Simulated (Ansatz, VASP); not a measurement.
# Cu: VASP beside Ansatz

```
CELL_PARAMETERS angstrom
4.17100 0.00000 0.00000
-2.08550 3.61220 0.00000
0.00000 0.00000 2.50356
ATOMIC_POSITIONS crystal
Cu 0.00000 0.00000 0.00000
Cu 0.33333 0.66667 0.50000
Cu 0.66667 0.33333 0.50000
```

Alike in both runs: task single point; functional r2SCAN; k mesh 10 × 10 × 14; occupations fermi-dirac, width 0.1 eV; no spin polarisation.

|  | VASP | Ansatz |
| --- | --- | --- |
| version | VASP 6.6.1 | Ansatz 0.2.0 |
| potentials or method | VASP PAW PBE potentials, release 64 (Cu), cutoff 520 eV | plane waves (500 eV) with PAW, scalar-relativistic |
| valence electrons in the cell | 33 | 57 |

VASP gave:

- pressure (GPa): -9.3
- traceless stress, the component that is largest in VASP (GPa): -0.24

Q: Which values does Ansatz return?

A: Pressure (GPa): -9.8; traceless stress, the component that is largest in VASP (GPa): -0.14.

VASP's potentials were made for PBE, not for r2SCAN. VASP's potentials hold 33 valence electrons a cell and Ansatz's 57, so a difference there can come from the potentials and not from the codes.
